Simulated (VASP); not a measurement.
# Fe (P6_3/mmc) in VASP: further runs

Aim: see how the results for Fe move with the level of theory and the settings. Levels: PBE, LDA. Tasks: single point.

Everything below comes from runs of VASP 6.6.1. Logs are shortened: lines on timing, memory, paths and dates and some standing lists are left out, and cuts for length are marked.

## Step 1: The cell of the first run

The structure is hexagonal, space group P6_3/mmc (No. 194). The conventional cell has a = 2.434 Å, b = 2.434 Å, c = 3.880 Å, α = 90.00°, β = 90.00°, γ = 120.00°. Within 3.2 Å of Fe (site symmetry -6m2) lie 12 Fe at 2.40 to 2.43 Å.

This isn't the form of Fe at room conditions, which is bcc.

## Step 2: Single point, PBE (zz strain of +1 %)

Input file INCAR:

```
SYSTEM = Fe
PREC = Accurate
ENCUT = 600
EDIFF = 1E-6
ISMEAR = -1
SIGMA = 0.08
LREAL = .False.
LASPH = .True.
NELM = 120
ALGO = Normal
ISIF = 2
LWAVE = .False.
LCHARG = .False.
GGA = PE
NBANDS = 15
GGA_COMPAT = .False.
```

Input file KPOINTS:

```
regular mesh
0
Gamma
  17 17 10
  0 0 0
```

Input file POSCAR:

```
Fe
1.0
    2.4341575853      0.0000000000      0.0000000000
   -1.2170787927      2.1080423057      0.0000000000
    0.0000000000      0.0000000000      3.8803538147
Fe
2
Direct
    0.3333333333      0.6666666667      0.2500000000
    0.6666666667      0.3333333333      0.7500000000
```

Potentials or basis: VASP PAW PBE potentials, release 64 (Fe).

Command:

```
cat potpaw_PBE.64/Fe/POTCAR > POTCAR
mpirun -np 1 vasp_std > vasp.out
```

OUTCAR:

```text
SYSTEM = Fe
   PREC = Accurate
   ENCUT = 600
   EDIFF = 1E-6
   ISMEAR = -1
   LREAL = .False.
   LASPH = .True.
   NELM = 120
   ISIF = 2
   GGA = PE

 ion  position               nearest neighbor table
   1  0.333  0.667  0.250-   2 2.40   2 2.40   2 2.40   2 2.40   2 2.40   2 2.40
   2  0.667  0.333  0.750-   1 2.40   1 2.40   1 2.40   1 2.40   1 2.40   1 2.40

  LATTYP: Found a hexagonal cell.
 ALAT       =     2.4341575853
 C/A-ratio  =     1.5941259671

  Lattice vectors:

 A1 = (   2.4341575853,   0.0000000000,   0.0000000000)
 A2 = (  -1.2170787927,   2.1080423057,   0.0000000000)
 A3 = (   0.0000000000,   0.0000000000,   3.8803538147)

Analysis of symmetry for initial positions (statically):
=====================================================================
 Subroutine PRICEL returns:
 Original cell was already a primitive cell.

 Routine SETGRP: Setting up the symmetry group for a
 hexagonal supercell.

 Subroutine GETGRP returns: Found 24 space group operations
 (whereof 12 operations were pure point group operations)
 out of a pool of 24 trial point group operations.

The static configuration has the point symmetry D_3d.
 The point group associated with its full space group is D_6h.

Analysis of symmetry for dynamics (positions and initial velocities):
=====================================================================
 Subroutine PRICEL returns:
 Original cell was already a primitive cell.

 Routine SETGRP: Setting up the symmetry group for a
 hexagonal supercell.

 Subroutine GETGRP returns: Found 24 space group operations
 (whereof 12 operations were pure point group operations)
 out of a pool of 24 trial point group operations.

The dynamic configuration has the point symmetry D_3d.
 The point group associated with its full space group is D_6h.

 Subroutine INISYM returns: Found 24 space group operations
 (whereof 12 operations are pure point group operations),
 and found     1 'primitive' translations

----------------------------------------------------------------------------------------

                                     Primitive cell

  volume of cell :      19.9113

  direct lattice vectors                    reciprocal lattice vectors
     2.434157585  0.000000000  0.000000000     0.410819746  0.237186891  0.000000000
    -1.217078793  2.108042306  0.000000000     0.000000000  0.474373781  0.000000000
     0.000000000  0.000000000  3.880353815     0.000000000  0.000000000  0.257708458

  length of vectors
     2.434157585  2.434157585  3.880353815     0.474373781  0.474373781  0.257708458

  position of ions in fractional coordinates (direct lattice)
     0.333333333  0.666666667  0.250000000
     0.666666667  0.333333333  0.750000000

  ion indices of the primitive-cell ions
   primitive index   ion index
                 1           1
                 2           2

----------------------------------------------------------------------------------------

 KPOINTS: regular mesh

Automatic generation of k-mesh.
 Grid dimensions read from file:
 generate k-points for:   17   17   10

 Generating k-lattice:

  Cartesian coordinates                     Fractional coordinates (reciprocal lattice)
     0.024165867  0.013952170  0.000000000     0.058823529  0.000000000  0.000000000
     0.000000000  0.027904340  0.000000000     0.000000000  0.058823529  0.000000000
     0.000000000  0.000000000  0.025770846     0.000000000  0.000000000  0.100000000

  Length of vectors
     0.027904340  0.027904340  0.025770846

  Shift w.r.t. Gamma in fractional coordinates (k-lattice)
     0.000000000  0.000000000  0.000000000

 Subroutine IBZKPT returns following result:
 ===========================================

 Found    198 irreducible k-points:

 Following reciprocal coordinates:
            Coordinates               Weight
  0.000000  0.000000  0.000000      1.000000
  0.058824 -0.000000  0.000000      6.000000
  0.117647 -0.000000  0.000000      6.000000
  0.176471  0.000000  0.000000      6.000000
  0.235294 -0.000000  0.000000      6.000000
  0.294118 -0.000000  0.000000      6.000000
[... 16 lines left out ...]
  0.411765  0.117647  0.000000     12.000000
  0.176471  0.176471  0.000000      6.000000
 [... further k-points ...]
   k-points           NKPTS =    198   k-points in BZ     NKDIM =    198   number of bands    NBANDS=     15
   number of dos      NEDOS =    301   number of ions     NIONS =      2
   total plane-waves  NPLWV =  12800
   dimension x,y,z NGX =    20 NGY =   20 NGZ =   32
   dimension x,y,z NGXF=    40 NGYF=   40 NGZF=   64
   ions per type =               2
   NGX,Y,Z   is equivalent  to a cutoff of  13.66, 13.66, 13.71 a.u.
   NGXF,Y,Z  is equivalent  to a cutoff of  27.32, 27.32, 27.42 a.u.
 SYSTEM =  Fe
   PREC   = accura    normal or accurate (medium, high low for compatibility)
   ISTART =      0    job   : 0-new  1-cont  2-samecut
   ICHARG =      2    charge: 1-file 2-atom 10-const
   ISPIN  =      1    spin polarized calculation?
   LNONCOLLINEAR =      F non collinear calculations
   LSORBIT =      F    spin-orbit coupling
   LASPH  =      T    aspherical Exc in radial PAW
   ENCUT  =  600.0 eV  44.10 Ry    6.64 a.u.   4.86  4.86  7.75*2*pi/ulx,y,z
   NELM   =    120;   NELMIN=  2; NELMDL= -5     # of ELM steps
   EDIFF  = 0.1E-05   stopping-criterion for ELM
   LREAL  =      F    real-space projection
   EDIFFG = 0.1E-04   stopping-criterion for IOM
   NSW    =      0    number of steps for IOM
   IBRION =     -1    ionic relax: 0-MD 1-quasi-New 2-CG
   NFREE  =      0    steps in history (QN), initial steepest desc. (CG)
   ISIF   =      2    stress and relaxation
   ISYM   =      2    0-nonsym 1-usesym 2-fastsym
   POTIM  = 0.5000    time-step for ionic-motion
   TEBEG  =    0.0;   TEEND  =   0.0 temperature during run
   PSTRESS=    0.0 pullay stress
   NELECT =      16.0000    total number of electrons
   NUPDOWN=      -1.0000    fix difference up-down
   EMIN   =  10.00;   EMAX   =-10.00  energy-range for DOS
   EFERMI =   0.00;   METHOD = LEGACY
   ISMEAR =    -1;   SIGMA  =   0.08  broadening in eV -4-tet -1-fermi 0-gaus
   EFERMI_NEDOS =   21; number of points for ismear=-14 and -15
   IALGO  =     38    algorithm
   IMIX   =      4    mixing-type and parameters
     AMIX     =   0.40;   BMIX     =  1.00
     AMIX_MAG =   1.60;   BMIX_MAG =  1.00
  volume/ion in A,a.u.               =       9.96        67.18
  Fermi-wavevector in a.u.,A,eV,Ry     =   1.522001  2.876166 31.517735  2.316488
  Thomas-Fermi vector in A             =   2.630640
   LORBIT       =      0    0 simple, 1 ext, 2 COOP (PROOUT), +10 PAW based schemes
   GGA     = PE    functional components
   LHFCALC =     F    Hartree Fock is set to
   AEXX    =    0.0000 exact exchange contribution
   IVDW    =     0    specifies the selected vdW correction
   LEPSILON=     F    determine dielectric tensor
   LRPA    =     F    only Hartree local field effects (RPA)
 non-spin polarized calculation
  energy-cutoff  :      600.00
  volume of cell :       19.91
 maximum number of plane-waves:       687
 NGX is ok and might be reduce to    20
   NGX =  9   NGY =  9   NGZ = 15

 number of electron      15.9999993 magnetization

 Free energy of the ion-electron system (eV)
  ---------------------------------------------------
  ext. energy  EPLUGINS =         0.00000000
  ---------------------------------------------------
  free energy    TOTEN  =       -16.32253868 eV

  energy without entropy =      -16.26788394  energy(sigma->0) =      -16.29521131

 E-fermi :   7.1764     XC(G=0): -13.9288

 val. band max:        7.1733774249   @ k =   0.1765   0.0588   0.3000
 cond. band min:       7.1802408620   @ k =   0.2941   0.1176   0.2000
 fundamental gap:      0.0068634371
 Fermi energy:         7.1763641720

 k-point     1 :       0.0000    0.0000    0.0000
  band No.  band energies     occupation
      1      -1.8768      2.00000
      2       2.1029      2.00000
      3       5.4742      2.00000
      4       5.4742      2.00000
      5       5.5474      2.00000
      6       5.9428      2.00000
      7       5.9428      2.00000
      8       6.3443      1.99994
      9       6.3443      1.99994
     10       7.6161      0.00816
     11       7.9087      0.00021
     12       7.9087      0.00021
     13      16.0657      0.00000
     14      29.3732      0.00000
     15      33.0571      0.00000

 k-point     2 :       0.0588   -0.0000    0.0000
  band No.  band energies     occupation
      1      -1.7447      2.00000
      2       2.1908      2.00000
      3       5.2721      2.00000
      4       5.5496      2.00000
      5       5.7206      2.00000
      6       5.9036      2.00000
      7       6.0092      2.00000
      8       6.2450      1.99998
      9       6.2923      1.99997
     10       6.8101      1.97968
     11       7.9335      0.00016
     12       8.8861      0.00000
     13      16.0719      0.00000
     14      28.8838      0.00000
     15      31.5790      0.00000

 k-point     3 :       0.1176   -0.0000    0.0000
  band No.  band energies     occupation
      1      -1.3564      2.00000
      2       2.4333      2.00000
      3       4.9934      2.00000
      4       5.6767      2.00000
      5       5.7648      2.00000
      6       5.7699      2.00000
      7       5.9715      2.00000
      8       6.1528      1.99999
      9       6.2021      1.99999
     10       6.3839      1.99990
     11       7.9951      0.00007
     12      10.1003      0.00000
     13      16.0948      0.00000
     14      27.1126      0.00000
     15      30.3848      0.00000
[... 343 lines left out ...]
 k-point    23 :       0.4118    0.1176    0.0000
  band No.  band energies     occupation
      1       2.7349      2.00000
      2       2.8673      2.00000
      3       2.9457      2.00000
      4       4.7327      2.00000
      5       5.1145      2.00000
      6       5.5148      2.00000
      7       6.0772      2.00000
      8       7.9653      0.00010
      9       8.0987      0.00002
     10       8.1781      0.00001
     11      10.2306      0.00000
     12      12.8220      0.00000
     13      18.8814      0.00000
     14      19.5660      0.00000
     15      20.6853      0.00000

 k-point    24 :       0.1765    0.1765    0.0000
  band No.  band energies     occupation
      1       1.1934      2.00000
      2       3.4423      2.00000
      3       3.7314      2.00000
      4       3.9405      2.00000
      5       5.2416      2.00000
      6       5.5956      2.00000
      7       6.0372      2.00000
      8       6.6519      1.99716
      9       7.3105      0.31503
     10       7.8495      0.00044
     11       8.1067      0.00002
     12      14.5907      0.00000
     13      16.5184      0.00000
     14      20.9154      0.00000
     15      21.7099      0.00000

 [... further k-points ...]

------------------------ aborting loop because EDIFF is reached ----------------------------------------

  FORCE on cell =-STRESS in cart. coord.  units (eV):
  Direction    XX          YY          ZZ          XY          YZ          ZX
  --------------------------------------------------------------------------------------
  -------------------------------------------------------------------------------------
  Total        0.9945542      0.9945542      0.5374451     -0.0000000      0.0000000      0.0000000
  in kB       80.0275832     80.0275832     43.2459369     -0.0000000      0.0000000      0.0000000
  external PRESSURE =      67.7670344 kB  Pullay stress =       0.0000000 kB

 VOLUME and BASIS-vectors are now :
 -----------------------------------------------------------------------------
  energy-cutoff  :      600.00
  volume of cell :       19.91
      direct lattice vectors                 reciprocal lattice vectors
     2.434157585  0.000000000  0.000000000     0.410819746  0.237186891  0.000000000
    -1.217078793  2.108042306  0.000000000     0.000000000  0.474373781  0.000000000
     0.000000000  0.000000000  3.880353815     0.000000000  0.000000000  0.257708458

 POSITION                                       TOTAL-FORCE (eV/Angst)
 -----------------------------------------------------------------------------------
     -0.00000      1.40536      0.97009        -0.000000      0.000000      0.000000
      1.21708      0.70268      2.91027         0.000000     -0.000000      0.000000
 -----------------------------------------------------------------------------------
    total drift:                                0.000000     -0.000000     -0.000000

  FREE ENERGIE OF THE ION-ELECTRON SYSTEM (eV)
  ---------------------------------------------------
  free  energy   TOTEN  =       -16.3225386759 eV

  energy  without entropy=      -16.2678839443  energy(sigma->0) =      -16.29521131
```

It took 32 s on 1 thread of AMD EPYC 9R45 (Zen 5), shared host; peak memory 0.15 GiB.

What came out:

- Free energy: -16.3225 eV
- Pressure: 6.8 GPa
- Band gap on the k mesh: zero (bands 8 and 9 overlap by 1.91 eV)

Caveat: the cell differs from its parent crystal (zz strain of +1 %); the cell stands under pressure; the run has no spin polarisation, though such a crystal can be magnetic.

## Step 3: Single point, PBE (zz strain of +2 %)

Input file INCAR:

```
PREC = Accurate
ENCUT = 600
EDIFF = 1E-6
ISMEAR = -1
SIGMA = 0.08
LREAL = F
LASPH = T
NELM = 120
ALGO = Normal
ISIF = 2
LWAVE = F
LCHARG = T
GGA = PE
LELF = T
LVHAR = T
NBANDS = 15
GGA_COMPAT = F
```

Input file KPOINTS:

```
Automatic mesh
0
Gamma
  17 17 10
```

Changes to POSCAR since step 2:

```diff
@@ -4,3 +4,3 @@
    -1.2170787927      2.1080423057      0.0000000000
-    0.0000000000      0.0000000000      3.8803538147
+    0.0000000000      0.0000000000      3.9187731594
 Fe
```

Potentials or basis: VASP PAW PBE potentials, release 64 (Fe).

Command:

```
cat potpaw_PBE.64/Fe/POTCAR > POTCAR
mpirun -np 1 vasp_std > vasp.out
```

Wall time 32 s (1 thread of AMD EPYC 9R45 (Zen 5), shared host); peak memory 0.15 GiB.

Results (log left out):

```
Free energy            : -16.3241 eV
Pressure               : 3.7 GPa
Band gap on the k mesh : zero (bands 8 and 9 overlap by 1.88 eV)
```

Stress tensor (GPa, compression positive):
```
 6.43  0.00  0.00
 0.00  6.43  0.00
 0.00  0.00 -1.72
```

Levels at points of the mesh, in eV from the Fermi level:
| k point | band 4 | band 5 | band 6 | band 7 | band 8 | band 9 | band 10 | band 11 | band 12 | band 13 |
| --- | --- | --- | --- | --- | --- | --- | --- | --- | --- | --- |
| (0.00, 0.00, 0.00) | -1.67 | -1.67 | -1.22 | -1.22 | -0.77 | -0.77 | 0.31 | 0.72 | 0.72 | 8.65 |
| (0.00, 0.00, 0.50) | -2.19 | -1.76 | -1.76 | -1.76 | -1.76 | 0.32 | 0.32 | 0.32 | 0.32 | 16.88 |

Caveat: the cell differs from its parent crystal (zz strain of +2 %); the cell stands under pressure; the run has no spin polarisation, though such a crystal can be magnetic. Spin polarisation is off, so any magnetic state and its effect on volume and gap are missing.

[end of part 1 of 2]
